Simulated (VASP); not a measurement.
# CdS (F-43m) in VASP: further runs

CdS is run at these levels: PBE; tasks: single point.

Everything below comes from runs of VASP 6.6.1. Logs are shortened: lines on timing, memory, paths and dates and some standing lists are left out, and cuts for length are marked.

## Step 1: The cell of the first run

Symmetry: F-43m, No. 216, cubic system. Conventional cell: a = 5.742 Å, b = 5.742 Å, c = 5.742 Å, α = 90.00°, β = 90.00°, γ = 90.00°. Cd (site symmetry -43m) has 4 S at 2.49 Å within 3.3 Å. Within 3.3 Å of S (site symmetry -43m) lie 4 Cd at 2.49 Å.

## Step 2: Single point, PBE (Mg replaced by Cd, lengths x 1.007, strained)

INCAR

```
PREC = Accurate ; ENCUT = 520
EDIFF = 1E-6 ; ISMEAR = 0
SIGMA = 0.02 ; LREAL = F
LASPH = T ; NELM = 100
ALGO = Normal ; ISIF = 2
LWAVE = F ; LCHARG = F
GGA = PE ; NBANDS = 16
```

KPOINTS

```
regular mesh
0
Gamma
  8 8 8
```

POSCAR

```
CdS
1.0
    0.0000000000      2.8708591406      2.8708591406
    2.8708591406      0.0000000000      2.8708591406
    2.8708591406      2.8708591406      0.0000000000
Cd S
1 1
Direct
    0.0000000000      0.0000000000      0.0000000000
    0.7500000000      0.7500000000      0.7500000000
```

Potentials or basis: VASP PAW PBE potentials, release 64 (Cd, S).

Command:

```bash
> cat potpaw_PBE.64/Cd/POTCAR potpaw_PBE.64/S/POTCAR > POTCAR
> mpirun -np 1 vasp_std > vasp.out
```

OUTCAR:

```text
PREC = Accurate
   ENCUT = 520
   EDIFF = 1E-6
   ISMEAR = 0
   LREAL = F
   LASPH = T
   NELM = 100
   ISIF = 2
   GGA = PE

 ion  position               nearest neighbor table
   1  0.000  0.000  0.000-   2 2.49   2 2.49   2 2.49   2 2.49
   2  0.750  0.750  0.750-   1 2.49   1 2.49   1 2.49   1 2.49

  LATTYP: Found a face centered cubic cell.
 ALAT       =     5.7417182812

  Lattice vectors:

 A1 = (   0.0000000000,   2.8708591406,   2.8708591406)
 A2 = (   2.8708591406,   0.0000000000,   2.8708591406)
 A3 = (   2.8708591406,   2.8708591406,   0.0000000000)

Analysis of symmetry for initial positions (statically):
=====================================================================
 Subroutine PRICEL returns:
 Original cell was already a primitive cell.

 Routine SETGRP: Setting up the symmetry group for a
 face centered cubic supercell.

 Subroutine GETGRP returns: Found 24 space group operations
 (whereof 24 operations were pure point group operations)
 out of a pool of 48 trial point group operations.

The static configuration has the point symmetry T_d .

Analysis of symmetry for dynamics (positions and initial velocities):
=====================================================================
 Subroutine PRICEL returns:
 Original cell was already a primitive cell.

 Routine SETGRP: Setting up the symmetry group for a
 face centered cubic supercell.

 Subroutine GETGRP returns: Found 24 space group operations
 (whereof 24 operations were pure point group operations)
 out of a pool of 48 trial point group operations.

The dynamic configuration has the point symmetry T_d .

 Subroutine INISYM returns: Found 24 space group operations
 (whereof 24 operations are pure point group operations),
 and found     1 'primitive' translations

----------------------------------------------------------------------------------------

                                     Primitive cell

  volume of cell :      47.3223

  direct lattice vectors                    reciprocal lattice vectors
     0.000000000  2.870859141  2.870859141    -0.174163892  0.174163892  0.174163892
     2.870859141  0.000000000  2.870859141     0.174163892 -0.174163892  0.174163892
     2.870859141  2.870859141  0.000000000     0.174163892  0.174163892 -0.174163892

  length of vectors
     4.060007932  4.060007932  4.060007932     0.301660709  0.301660709  0.301660709

  position of ions in fractional coordinates (direct lattice)
     0.000000000  0.000000000  0.000000000
     0.750000000  0.750000000  0.750000000

  ion indices of the primitive-cell ions
   primitive index   ion index
                 1           1
                 2           2

----------------------------------------------------------------------------------------

 KPOINTS: regular mesh

Automatic generation of k-mesh.
 Grid dimensions read from file:
 generate k-points for:    8    8    8

 Generating k-lattice:

  Cartesian coordinates                     Fractional coordinates (reciprocal lattice)
    -0.021770486  0.021770486  0.021770486     0.125000000  0.000000000  0.000000000
     0.021770486 -0.021770486  0.021770486     0.000000000  0.125000000  0.000000000
     0.021770486  0.021770486 -0.021770486     0.000000000  0.000000000  0.125000000

  Length of vectors
     0.037707589  0.037707589  0.037707589

  Shift w.r.t. Gamma in fractional coordinates (k-lattice)
     0.000000000  0.000000000  0.000000000

 Subroutine IBZKPT returns following result:
 ===========================================

 Found     29 irreducible k-points:

 Following reciprocal coordinates:
            Coordinates               Weight
  0.000000  0.000000  0.000000      1.000000
  0.125000  0.000000  0.000000      8.000000
  0.250000  0.000000  0.000000      8.000000
  0.375000  0.000000  0.000000      8.000000
  0.500000  0.000000  0.000000      4.000000
  0.125000  0.125000  0.000000      6.000000
[... 16 lines left out ...]
  0.500000  0.250000  0.125000     48.000000
 -0.375000  0.250000  0.125000     24.000000
 [... further k-points ...]
   k-points           NKPTS =     29   k-points in BZ     NKDIM =     29   number of bands    NBANDS=     16
   number of dos      NEDOS =    301   number of ions     NIONS =      2
   total plane-waves  NPLWV =  27000
   dimension x,y,z NGX =    30 NGY =   30 NGZ =   30
   dimension x,y,z NGXF=    60 NGYF=   60 NGZF=   60
   ions per type =               1   1
   NGX,Y,Z   is equivalent  to a cutoff of  12.28, 12.28, 12.28 a.u.
   NGXF,Y,Z  is equivalent  to a cutoff of  24.57, 24.57, 24.57 a.u.
 SYSTEM =  unknown system
   PREC   = accura    normal or accurate (medium, high low for compatibility)
   ISTART =      0    job   : 0-new  1-cont  2-samecut
   ICHARG =      2    charge: 1-file 2-atom 10-const
   ISPIN  =      1    spin polarized calculation?
   LNONCOLLINEAR =      F non collinear calculations
   LSORBIT =      F    spin-orbit coupling
   LASPH  =      T    aspherical Exc in radial PAW
   ENCUT  =  520.0 eV  38.22 Ry    6.18 a.u.   7.55  7.55  7.55*2*pi/ulx,y,z
   NELM   =    100;   NELMIN=  2; NELMDL= -5     # of ELM steps
   EDIFF  = 0.1E-05   stopping-criterion for ELM
   LREAL  =      F    real-space projection
   EDIFFG = 0.1E-04   stopping-criterion for IOM
   NSW    =      0    number of steps for IOM
   IBRION =     -1    ionic relax: 0-MD 1-quasi-New 2-CG
   NFREE  =      0    steps in history (QN), initial steepest desc. (CG)
   ISIF   =      2    stress and relaxation
   ISYM   =      2    0-nonsym 1-usesym 2-fastsym
   POTIM  = 0.5000    time-step for ionic-motion
   TEBEG  =    0.0;   TEEND  =   0.0 temperature during run
   PSTRESS=    0.0 pullay stress
   NELECT =      18.0000    total number of electrons
   NUPDOWN=      -1.0000    fix difference up-down
   EMIN   =  10.00;   EMAX   =-10.00  energy-range for DOS
   EFERMI =   0.00;   METHOD = LEGACY
   ISMEAR =     0;   SIGMA  =   0.02  broadening in eV -4-tet -1-fermi 0-gaus
   EFERMI_NEDOS =   21; number of points for ismear=-14 and -15
   IALGO  =     38    algorithm
   IMIX   =      4    mixing-type and parameters
     AMIX     =   0.40;   BMIX     =  1.00
     AMIX_MAG =   1.60;   BMIX_MAG =  1.00
  volume/ion in A,a.u.               =      23.66       159.67
  Fermi-wavevector in a.u.,A,eV,Ry     =   1.186161  2.241520 19.143109  1.406979
  Thomas-Fermi vector in A             =   2.322340
   LORBIT       =      0    0 simple, 1 ext, 2 COOP (PROOUT), +10 PAW based schemes
   GGA     = PE    functional components
   LHFCALC =     F    Hartree Fock is set to
   AEXX    =    0.0000 exact exchange contribution
   IVDW    =     0    specifies the selected vdW correction
   LEPSILON=     F    determine dielectric tensor
   LRPA    =     F    only Hartree local field effects (RPA)
 non-spin polarized calculation
 Gauss-broadening in eV      SIGMA  =   0.02
  energy-cutoff  :      520.00
  volume of cell :       47.32
 maximum number of plane-waves:      1288
   NGX = 15   NGY = 15   NGZ = 15

 number of electron      18.0000007 magnetization

 Free energy of the ion-electron system (eV)
  ---------------------------------------------------
  ext. energy  EPLUGINS =         0.00000000
  ---------------------------------------------------
  free energy    TOTEN  =        -6.05063804 eV

  energy without entropy =       -6.05063804  energy(sigma->0) =       -6.05063804

 E-fermi :   1.8754     XC(G=0):  -9.3736

 val. band max:        1.7350653312   @ k =   0.0000   0.0000   0.0000
 cond. band min:       2.9867922057   @ k =   0.0000   0.0000   0.0000
 fundamental gap:      1.2517268745
 Fermi energy:         1.8753710266

 k-point     1 :       0.0000    0.0000    0.0000
  band No.  band energies     occupation
      1     -10.9392      2.00000
      2      -6.1811      2.00000
      3      -6.1811      2.00000
      4      -6.1811      2.00000
      5      -5.6332      2.00000
      6      -5.6332      2.00000
[... 8 lines left out ...]
     15      13.2836      0.00000
     16      13.4338      0.00000

 k-point     2 :       0.1250    0.0000    0.0000
  band No.  band energies     occupation
      1     -10.8704      2.00000
      2      -6.1557      2.00000
      3      -6.1557      2.00000
      4      -6.1259      2.00000
      5      -5.6345      2.00000
      6      -5.6345      2.00000
[... 8 lines left out ...]
     15      12.6659      0.00000
     16      13.9377      0.00000

 k-point     3 :       0.2500    0.0000    0.0000
  band No.  band energies     occupation
      1     -10.7034      2.00000
      2      -6.1006      2.00000
      3      -6.1006      2.00000
      4      -5.9207      2.00000
      5      -5.6286      2.00000
      6      -5.6286      2.00000
[... 8 lines left out ...]
     15      12.4273      0.00000
     16      13.1885      0.00000

 k-point     4 :       0.3750    0.0000    0.0000
  band No.  band energies     occupation
      1     -10.5363      2.00000
      2      -6.0582      2.00000
      3      -6.0582      2.00000
      4      -5.6054      2.00000
      5      -5.6054      2.00000
      6      -5.5217      2.00000
[... 8 lines left out ...]
     15      13.3228      0.00000
     16      13.3228      0.00000

 k-point     5 :       0.5000    0.0000    0.0000
  band No.  band energies     occupation
      1     -10.4677      2.00000
      2      -6.0452      2.00000
      3      -6.0452      2.00000
      4      -5.5897      2.00000
      5      -5.5897      2.00000
      6      -5.2096      2.00000
[... 8 lines left out ...]
     15      14.3858      0.00000
     16      14.3858      0.00000

 k-point     6 :       0.1250    0.1250    0.0000
  band No.  band energies     occupation
      1     -10.8477      2.00000
      2      -6.1391      2.00000
      3      -6.1315      2.00000
      4      -6.1315      2.00000
      5      -5.6521      2.00000
      6      -5.6186      2.00000
[... 8 lines left out ...]
     15      13.3782      0.00000
     16      14.6904      0.00000
[... 267 lines left out ...]
 k-point    21 :       0.5000    0.5000    0.0000
  band No.  band energies     occupation
      1     -10.3223      2.00000
      2      -5.9552      2.00000
      3      -5.7827      2.00000
      4      -5.7827      2.00000
      5      -5.5325      2.00000
      6      -5.1420      2.00000
[... 8 lines left out ...]
     15      14.1079      0.00000
     16      15.3521      0.00000

 k-point    22 :       0.3750    0.2500    0.1250
  band No.  band energies     occupation
      1     -10.5807      2.00000
      2      -6.0437      2.00000
      3      -6.0125      2.00000
      4      -5.8439      2.00000
      5      -5.6296      2.00000
      6      -5.5673      2.00000
[... 8 lines left out ...]
     15      13.8422      0.00000
     16      15.7931      0.00000

 k-point    23 :       0.5000    0.2500    0.1250
  band No.  band energies     occupation
      1     -10.4495      2.00000
      2      -6.0026      2.00000
      3      -5.9723      2.00000
      4      -5.7156      2.00000
      5      -5.5953      2.00000
      6      -5.3226      2.00000
[... 8 lines left out ...]
     15      14.7493      0.00000
     16      14.9800      0.00000

 k-point    24 :      -0.3750    0.2500    0.1250
  band No.  band energies     occupation
      1     -10.3961      2.00000
      2      -5.9976      2.00000
      3      -5.9527      2.00000
      4      -5.6653      2.00000
      5      -5.6032      2.00000
      6      -5.0804      2.00000
[... 8 lines left out ...]
     15      14.1582      0.00000
     16      15.0627      0.00000

 [... further k-points ...]
[... 5 lines left out ...]
  --------------------------------------------------------------------------------------
  -------------------------------------------------------------------------------------
  Total        1.9967567      1.9967567      1.9967567      0.0000000     -0.0000000      0.0000000
  in kB       67.6036398     67.6036398     67.6036398      0.0000000     -0.0000000      0.0000000
  external PRESSURE =      67.6036398 kB  Pullay stress =       0.0000000 kB

 VOLUME and BASIS-vectors are now :
 -----------------------------------------------------------------------------
  energy-cutoff  :      520.00
  volume of cell :       47.32
      direct lattice vectors                 reciprocal lattice vectors
     0.000000000  2.870859141  2.870859141    -0.174163892  0.174163892  0.174163892
     2.870859141  0.000000000  2.870859141     0.174163892 -0.174163892  0.174163892
     2.870859141  2.870859141  0.000000000     0.174163892  0.174163892 -0.174163892

 POSITION                                       TOTAL-FORCE (eV/Angst)
 -----------------------------------------------------------------------------------
      0.00000      0.00000      0.00000        -0.000000      0.000000      0.000000
      4.30629      4.30629      4.30629         0.000000     -0.000000     -0.000000
 -----------------------------------------------------------------------------------
    total drift:                                0.000001      0.000001      0.000001

  FREE ENERGIE OF THE ION-ELECTRON SYSTEM (eV)
  ---------------------------------------------------
  free  energy   TOTEN  =        -6.0506380441 eV

  energy  without entropy=       -6.0506380441  energy(sigma->0) =       -6.05063804
```

It took 22 s on 1 thread of Intel Xeon Platinum 8375C at 2.90GHz (Ice Lake), shared host; peak memory 0.17 GiB.

What came out:

| Property | Result |
| --- | --- |
| Free energy | -6.0506 eV |
| Pressure | 6.8 GPa |
| Band gap on the k mesh | 1.25 eV, direct |

Levels at points of the mesh, in eV from the valence-band top:
```csv
k point,band 7,band 8,band 9,band 10,band 11,band 12
"(0.00, 0.00, 0.00)",0.00,0.00,0.00,1.25,6.53,6.53
"(0.50, 0.00, 0.00)",-4.70,-0.82,-0.82,3.08,7.01,7.01
"(0.50, 0.50, 0.00)",-4.17,-2.05,-2.05,3.47,4.40,9.44
```

Caveat: the cell differs from its parent crystal (Mg replaced by Cd, lengths x 1.007, strained).

## Step 3: Single point, PBE (Mg replaced by Cd, lengths x 1.007, strained)

INCAR

```
SYSTEM = CdS
PREC = Accurate
ENCUT = 500
EDIFF = 1E-6
ISMEAR = 0
SIGMA = 0.1
LREAL = .False.
LASPH = .True.
NELM = 120
ALGO = Normal
ISIF = 2
LWAVE = .False.
LCHARG = .False.
GGA = PE
NBANDS = 16
GGA_COMPAT = .False.
```

KPOINTS

```
Automatic mesh
0
Gamma
  6 6 6
  0 0 0
```

POSCAR is that of step 2.

Potentials or basis: VASP PAW PBE potentials, release 64 (Cd, S).

Command:

```bash
> cat potpaw_PBE.64/Cd/POTCAR potpaw_PBE.64/S/POTCAR > POTCAR
> mpirun -np 1 vasp_std > vasp.out
```

Wall time 24 s (1 thread of Intel Xeon 8259CL, shared host); peak memory 0.17 GiB.

The run converged. Its results:

| Quantity | Value |
| --- | --- |
| Free energy | -6.0482 eV |
| Pressure | 6.8 GPa |
| Band gap on the k mesh | 1.25 eV, direct |

Levels at points of the mesh, in eV from the valence-band top:
```csv
k point,band 5,band 6,band 7,band 8,band 9,band 10,band 11,band 12,band 13,band 14
"(0.00, 0.00, 0.00)",-7.37,-7.37,0.00,0.00,0.00,1.25,6.53,6.53,6.53,11.55
"(0.50, 0.00, 0.00)",-7.33,-6.95,-4.70,-0.82,-0.82,3.08,7.01,7.01,7.62,11.24
"(0.50, 0.50, 0.00)",-7.27,-6.88,-4.17,-2.05,-2.05,3.47,4.40,9.44,11.07,11.07
```

Caveat: the cell differs from its parent crystal (Mg replaced by Cd, lengths x 1.007, strained).
